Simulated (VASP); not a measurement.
# Al2H (P6_422) in VASP: single point with r2SCAN

Aim: the single point of Al2H with r2SCAN.

All numbers are computed with VASP 6.6.1; they aren't measurements. Logs are shortened: lines on timing, memory, paths and dates and some standing lists are left out, and cuts for length are marked.

**1. The cell of the first run**

It takes space group P6_422 (No. 181, hexagonal). Conventional cell: a = 4.362 Å, b = 4.362 Å, c = 6.076 Å, α = 90.00°, β = 90.00°, γ = 120.00°. H (site symmetry 222) has 10 Al at 2.39 to 2.56 Å and 4 H at 2.98 Å within 3.2 Å. Al (site symmetry 2) has 9 Al at 2.37 to 3.02 Å and 5 H at 2.39 to 2.56 Å within 3.1 Å.

**2. Single point, r2SCAN**

The input, POSCAR:

```
Al2H
1.0
    4.3620930000      0.0000000000      0.0000000000
   -2.1810460000      3.7776870000      0.0000000000
    0.0000000000      0.0000000000      6.0762260000
H Al
3 6
Direct
    0.5000000000      0.5000000000      0.1667000000
    0.0000000000      0.5000000000      0.8333700000
    0.5000000000      0.0000000000      0.5000300000
    0.8382000000      0.1618000000      0.1667000000
    0.6764000000      0.8382000000      0.8333700000
    0.8382000000      0.6764000000      0.5000300000
    0.1618000000      0.8382000000      0.1667000000
    0.3236000000      0.1618000000      0.8333700000
    0.1618000000      0.3236000000      0.5000300000
```

The input, INCAR.step1:

```
ALGO = Normal ; EDIFF = 1E-4
ENCUT = 520 ; GGA = PE
ISMEAR = 0 ; LASPH = T
LCHARG = F ; LREAL = F
LWAVE = T ; NBANDS = 20
NELM = 60 ; PREC = Accurate
SIGMA = 0.0115
```

The input, INCAR.step2:

```
ALGO = Normal ; EDIFF = 1E-6
ENCUT = 520 ; ISIF = 2
ISMEAR = 0 ; ISTART = 1
LASPH = T ; LCHARG = T
LELF = T ; LMIXTAU = T
LREAL = F ; LVHAR = T
LWAVE = F ; METAGGA = R2SCAN
NBANDS = 20 ; NELM = 60
PREC = Accurate ; SIGMA = 0.0115
```

The input, KPOINTS:

```
k-points
0
Gamma
  7 7 4
```

Potentials or basis: VASP PAW PBE potentials, release 64 (H, Al).

Started as:

```
> cat potpaw_PBE.64/H/POTCAR potpaw_PBE.64/Al/POTCAR > POTCAR
> cp INCAR.step1 INCAR
> mpirun -np 1 vasp_std > vasp.out
> cp INCAR.step2 INCAR
> mpirun -np 1 vasp_std > vasp.out
```

OUTCAR:

```text
EDIFF = 1E-6
   ENCUT = 520
   ISIF = 2
   ISMEAR = 0
   ISTART = 1
   LASPH = T
   LREAL = F
   METAGGA = R2SCAN
   NELM = 60
   PREC = Accurate

 ion  position               nearest neighbor table
   1  0.500  0.500  0.167-
   2  0.000  0.500  0.833-
   3  0.500  0.000  0.500-
   4  0.838  0.162  0.167-   9 2.37   5 2.37   7 2.44   7 2.56   7 2.56   8 2.93   6 2.93   8 3.02
                             6 3.02
   5  0.676  0.838  0.833-   4 2.37   6 2.37   8 2.44   8 2.56   8 2.56   7 2.93   9 2.93   7 3.02
                             9 3.02
   6  0.838  0.676  0.500-   7 2.37   5 2.37   9 2.44   9 2.56   9 2.56   4 2.93   8 2.93   4 3.02
                             8 3.02
   7  0.162  0.838  0.167-   6 2.37   8 2.37   4 2.44   4 2.56   4 2.56   5 2.93   9 2.93   5 3.02
                             9 3.02
   8  0.324  0.162  0.833-   7 2.37   9 2.37   5 2.44   5 2.56   5 2.56   4 2.93   6 2.93   4 3.02
                             6 3.02
   9  0.162  0.324  0.500-   4 2.37   8 2.37   6 2.44   6 2.56   6 2.56   7 2.93   5 2.93   7 3.02
                             5 3.02

  LATTYP: Found a hexagonal cell.
 ALAT       =     4.3620930000
 C/A-ratio  =     1.3929611313

  Lattice vectors:

 A1 = (   4.3620930000,   0.0000000000,   0.0000000000)
 A2 = (  -2.1810460000,   3.7776870000,   0.0000000000)
 A3 = (   0.0000000000,   0.0000000000,   6.0762260000)

Analysis of symmetry for initial positions (statically):
=====================================================================
 Subroutine PRICEL returns:
 Original cell was already a primitive cell.

 Routine SETGRP: Setting up the symmetry group for a
 hexagonal supercell.

 Subroutine GETGRP returns: Found  4 space group operations
 (whereof  2 operations were pure point group operations)
 out of a pool of 24 trial point group operations.

The static configuration has the point symmetry C_2 .
 The point group associated with its full space group is D_2 .

Analysis of symmetry for dynamics (positions and initial velocities):
=====================================================================
 Subroutine PRICEL returns:
 Original cell was already a primitive cell.

 Routine SETGRP: Setting up the symmetry group for a
 hexagonal supercell.

 Subroutine GETGRP returns: Found  4 space group operations
 (whereof  2 operations were pure point group operations)
 out of a pool of 24 trial point group operations.

The dynamic configuration has the point symmetry C_2 .
 The point group associated with its full space group is D_2 .

 Subroutine INISYM returns: Found  4 space group operations
 (whereof  2 operations are pure point group operations),
 and found     1 'primitive' translations

----------------------------------------------------------------------------------------

                                     Primitive cell

  volume of cell :     100.1278

  direct lattice vectors                    reciprocal lattice vectors
     4.362093000  0.000000000  0.000000000     0.229247749  0.132356091  0.000000000
    -2.181046000  3.777687000  0.000000000     0.000000000  0.264712243  0.000000000
     0.000000000  0.000000000  6.076226000     0.000000000  0.000000000  0.164575840

  length of vectors
     4.362093000  4.362095910  6.076226000     0.264712420  0.264712243  0.164575840

  position of ions in fractional coordinates (direct lattice)
     0.500000000  0.500000000  0.166700000
     0.000000000  0.500000000  0.833370000
     0.500000000  0.000000000  0.500030000
     0.838200000  0.161800000  0.166700000
     0.676400000  0.838200000  0.833370000
     0.838200000  0.676400000  0.500030000
     0.161800000  0.838200000  0.166700000
     0.323600000  0.161800000  0.833370000
     0.161800000  0.323600000  0.500030000

  ion indices of the primitive-cell ions
   primitive index   ion index
                 1           1
                 2           2
                 3           3
                 4           4
                 5           5
                 6           6
                 7           7
                 8           8
                 9           9

----------------------------------------------------------------------------------------

 KPOINTS: k-points

Automatic generation of k-mesh.
 Grid dimensions read from file:
 generate k-points for:    7    7    4

 Generating k-lattice:

  Cartesian coordinates                     Fractional coordinates (reciprocal lattice)
     0.032749678  0.018908013  0.000000000     0.142857143  0.000000000  0.000000000
     0.000000000  0.037816035  0.000000000     0.000000000  0.142857143  0.000000000
     0.000000000  0.000000000  0.041143960     0.000000000  0.000000000  0.250000000

  Length of vectors
     0.037816060  0.037816035  0.041143960

  Shift w.r.t. Gamma in fractional coordinates (k-lattice)
     0.000000000  0.000000000  0.000000000

 Subroutine IBZKPT returns following result:
 ===========================================

 Found     48 irreducible k-points:

 Following reciprocal coordinates:
            Coordinates               Weight
  0.000000  0.000000  0.000000      1.000000
  0.142857 -0.000000  0.000000      4.000000
 -0.142857  0.142857  0.000000      2.000000
  0.285714  0.000000  0.000000      4.000000
 -0.285714  0.285714  0.000000      2.000000
  0.428571  0.000000  0.000000      4.000000
[... 16 lines left out ...]
 -0.428571  0.428571  0.250000      4.000000
  0.142857  0.142857  0.250000      4.000000
 [... further k-points ...]
   k-points           NKPTS =     48   k-points in BZ     NKDIM =     48   number of bands    NBANDS=     20
   number of dos      NEDOS =    301   number of ions     NIONS =      9
   total plane-waves  NPLWV =  49152
   dimension x,y,z NGX =    32 NGY =   32 NGZ =   48
   dimension x,y,z NGXF=    64 NGYF=   64 NGZF=   96
   ions per type =               3   6
   NGX,Y,Z   is equivalent  to a cutoff of  12.20, 12.20, 13.13 a.u.
   NGXF,Y,Z  is equivalent  to a cutoff of  24.39, 24.39, 26.27 a.u.
 SYSTEM =  unknown system
   PREC   = accura    normal or accurate (medium, high low for compatibility)
   ISTART =      1    job   : 0-new  1-cont  2-samecut
   ICHARG =      0    charge: 1-file 2-atom 10-const
   ISPIN  =      1    spin polarized calculation?
   LNONCOLLINEAR =      F non collinear calculations
   LSORBIT =      F    spin-orbit coupling
   LASPH  =      T    aspherical Exc in radial PAW
   ENCUT  =  520.0 eV  38.22 Ry    6.18 a.u.   8.11  8.11 11.30*2*pi/ulx,y,z
   NELM   =     60;   NELMIN=  2; NELMDL=  0     # of ELM steps
   EDIFF  = 0.1E-05   stopping-criterion for ELM
   LREAL  =      F    real-space projection
   EDIFFG = 0.1E-04   stopping-criterion for IOM
   NSW    =      0    number of steps for IOM
   IBRION =     -1    ionic relax: 0-MD 1-quasi-New 2-CG
   NFREE  =      0    steps in history (QN), initial steepest desc. (CG)
   ISIF   =      2    stress and relaxation
   ISYM   =      2    0-nonsym 1-usesym 2-fastsym
   POTIM  = 0.5000    time-step for ionic-motion
   TEBEG  =    0.0;   TEEND  =   0.0 temperature during run
   PSTRESS=    0.0 pullay stress
   NELECT =      21.0000    total number of electrons
   NUPDOWN=      -1.0000    fix difference up-down
   EMIN   =  10.00;   EMAX   =-10.00  energy-range for DOS
   EFERMI =   0.00;   METHOD = LEGACY
   ISMEAR =     0;   SIGMA  =   0.01  broadening in eV -4-tet -1-fermi 0-gaus
   EFERMI_NEDOS =   21; number of points for ismear=-14 and -15
   IALGO  =     38    algorithm
   IMIX   =      4    mixing-type and parameters
     AMIX     =   0.40;   BMIX     =  1.00
     AMIX_MAG =   1.60;   BMIX_MAG =  1.00
  volume/ion in A,a.u.               =      11.13        75.08
  Fermi-wavevector in a.u.,A,eV,Ry     =   0.972664  1.838069 12.872144  0.946076
  Thomas-Fermi vector in A             =   2.102981
   LORBIT       =      0    0 simple, 1 ext, 2 COOP (PROOUT), +10 PAW based schemes
   METAGGA = R2SCAN    functional components
   LHFCALC =     F    Hartree Fock is set to
   AEXX    =    0.0000 exact exchange contribution
   IVDW    =     0    specifies the selected vdW correction
   LEPSILON=     F    determine dielectric tensor
   LRPA    =     F    only Hartree local field effects (RPA)
 non-spin polarized calculation
 Gauss-broadening in eV      SIGMA  =   0.01
  energy-cutoff  :      520.00
  volume of cell :      100.13
 maximum number of plane-waves:      2714
   NGX = 17   NGY = 17   NGZ = 23

 number of electron      20.9999999 magnetization

 Free energy of the ion-electron system (eV)
  ---------------------------------------------------
  ext. energy  EPLUGINS =         0.00000000
  ---------------------------------------------------
  free energy    TOTEN  =       -43.92208075 eV

  energy without entropy =      -43.92189973  energy(sigma->0) =      -43.92199024

 E-fermi :   8.2721     XC(G=0): -11.1839

 val. band max:        8.2686592600   @ k =  -0.2857  -0.4286   0.5000
 cond. band min:       8.3245984781   @ k =   0.4286   0.0000   0.5000
 fundamental gap:      0.0559392181
 Fermi energy:         8.2721426692

 k-point     1 :       0.0000    0.0000    0.0000
  band No.  band energies     occupation
      1      -4.6748      2.00000
      2      -0.5795      2.00000
      3      -0.5794      2.00000
      4       4.5913      2.00000
      5       4.8363      2.00000
      6       4.8363      2.00000
[... 12 lines left out ...]
     19      12.1344      0.00000
     20      12.1344      0.00000

 k-point     2 :       0.1429   -0.0000    0.0000
  band No.  band energies     occupation
      1      -4.4544      2.00000
      2      -0.3753      2.00000
      3      -0.3692      2.00000
      4       2.9543      2.00000
      5       4.2597      2.00000
      6       4.2861      2.00000
[... 12 lines left out ...]
     19      12.3685      0.00000
     20      12.4187      0.00000

 k-point     3 :      -0.1429    0.1429    0.0000
  band No.  band energies     occupation
      1      -4.4544      2.00000
      2      -0.3752      2.00000
      3      -0.3693      2.00000
      4       2.9543      2.00000
      5       4.2597      2.00000
      6       4.2861      2.00000
[... 12 lines left out ...]
     19      12.3686      0.00000
     20      12.4187      0.00000

 k-point     4 :       0.2857    0.0000    0.0000
  band No.  band energies     occupation
      1      -3.7969      2.00000
      2       0.2115      2.00000
      3       0.2552      2.00000
      4       0.7548      2.00000
      5       3.5412      2.00000
      6       3.6672      2.00000
[... 12 lines left out ...]
     19      13.6606      0.00000
     20      13.8350      0.00000

 k-point     5 :      -0.2857    0.2857    0.0000
  band No.  band energies     occupation
      1      -3.7969      2.00000
      2       0.2116      2.00000
      3       0.2551      2.00000
      4       0.7548      2.00000
      5       3.5412      2.00000
      6       3.6671      2.00000
[... 12 lines left out ...]
     19      13.6605      0.00000
     20      13.8350      0.00000
[... 353 lines left out ...]
      6       3.7698      2.00000
[... 12 lines left out ...]
     19      13.0422      0.00000
     20      14.0373      0.00000

 k-point    22 :       0.4286    0.0000    0.2500
  band No.  band energies     occupation
      1      -2.4693      2.00000
      2      -0.8974      2.00000
      3      -0.4442      2.00000
      4       1.0384      2.00000
      5       3.3574      2.00000
      6       3.4952      2.00000
[... 12 lines left out ...]
     19      14.6806      0.00000
     20      15.2069      0.00000

 k-point    23 :      -0.4286    0.4286    0.2500
  band No.  band energies     occupation
      1      -2.4693      2.00000
      2      -0.8974      2.00000
      3      -0.4442      2.00000
      4       1.0384      2.00000
      5       3.3574      2.00000
      6       3.4951      2.00000
[... 12 lines left out ...]
     19      14.6806      0.00000
     20      15.2069      0.00000

 k-point    24 :       0.1429    0.1429    0.2500
  band No.  band energies     occupation
      1      -3.7550      2.00000
      2      -1.7018      2.00000
      3       1.9940      2.00000
      4       2.1209      2.00000
      5       2.4332      2.00000
      6       4.0441      2.00000
[... 12 lines left out ...]
     19      13.4050      0.00000
     20      13.8245      0.00000

 [... further k-points ...]
[... 5 lines left out ...]
  --------------------------------------------------------------------------------------
  -------------------------------------------------------------------------------------
  Total       11.9837780     11.9840070     14.1888405      0.0001799      0.0000000      0.0000000
  in kB      191.7562490    191.7599140    227.0401574      0.0028786      0.0000000      0.0000000
  external PRESSURE =     203.5187734 kB  Pullay stress =       0.0000000 kB

 VOLUME and BASIS-vectors are now :
 -----------------------------------------------------------------------------
  energy-cutoff  :      520.00
  volume of cell :      100.13
      direct lattice vectors                 reciprocal lattice vectors
     4.362093000  0.000000000  0.000000000     0.229247749  0.132356091  0.000000000
    -2.181046000  3.777687000  0.000000000     0.000000000  0.264712243  0.000000000
     0.000000000  0.000000000  6.076226000     0.000000000  0.000000000  0.164575840

 POSITION                                       TOTAL-FORCE (eV/Angst)
 -----------------------------------------------------------------------------------
      1.09052      1.88884      1.01291        -0.000000      0.000000      0.000000
     -1.09052      1.88884      5.06374        -0.000000      0.000000      0.000056
      2.18105      0.00000      3.03830        -0.000000      0.000000     -0.000056
      3.30341      0.61123      1.01291        -1.430020      0.825624      0.000000
      1.12237      3.16646      5.06374        -1.429754     -0.825726     -0.000408
      2.18105      2.55523      3.03830        -0.000222     -1.651068      0.000408
     -1.12237      3.16646      1.01291         1.430020     -0.825624      0.000000
      1.05868      0.61123      5.06374         1.429754      0.825726     -0.000408
      0.00000      1.22246      3.03830         0.000222      1.651068      0.000408
 -----------------------------------------------------------------------------------
    total drift:                                0.000000     -0.000000     -0.000053

  FREE ENERGIE OF THE ION-ELECTRON SYSTEM (eV)
  ---------------------------------------------------
  free  energy   TOTEN  =       -43.9220807471 eV

  energy  without entropy=      -43.9218997260  energy(sigma->0) =      -43.92199024
```

Wall time 2.4 min (1 thread of Intel Xeon Platinum 8559C (Emerald Rapids), shared host); peak memory 0.26 GiB.

Results:

```
Free energy   : -43.9221 eV
Pressure      : 20.4 GPa
Largest force : 1.651 eV/Å
```

Forces on the atoms (eV/Å):
```
H    0.000  0.000  0.000
H    0.000  0.000  0.000
H    0.000  0.000  0.000
Al  -1.430  0.826  0.000
Al  -1.430 -0.826  0.000
Al   0.000 -1.651  0.000
Al   1.430 -0.826  0.000
Al   1.430  0.826  0.000
Al   0.000  1.651  0.000
```

Levels at points of the mesh, in eV from the Fermi level:
| k point | band 6 | band 7 | band 8 | band 9 | band 10 | band 11 | band 12 | band 13 | band 14 | band 15 |
| --- | --- | --- | --- | --- | --- | --- | --- | --- | --- | --- |
| (0.00, 0.00, 0.00) | -3.44 | -1.52 | -1.52 | -0.37 | -0.12 | -0.12 | -0.09 | 0.63 | 1.07 | 1.07 |
| (0.00, 0.00, 0.50) | -2.76 | -2.33 | -2.33 | -1.50 | -1.18 | -0.74 | -0.74 | -0.60 | -0.36 | 0.62 |

Caveat: the PAW data sets were made with another functional, which shifts forces and pressure a little.
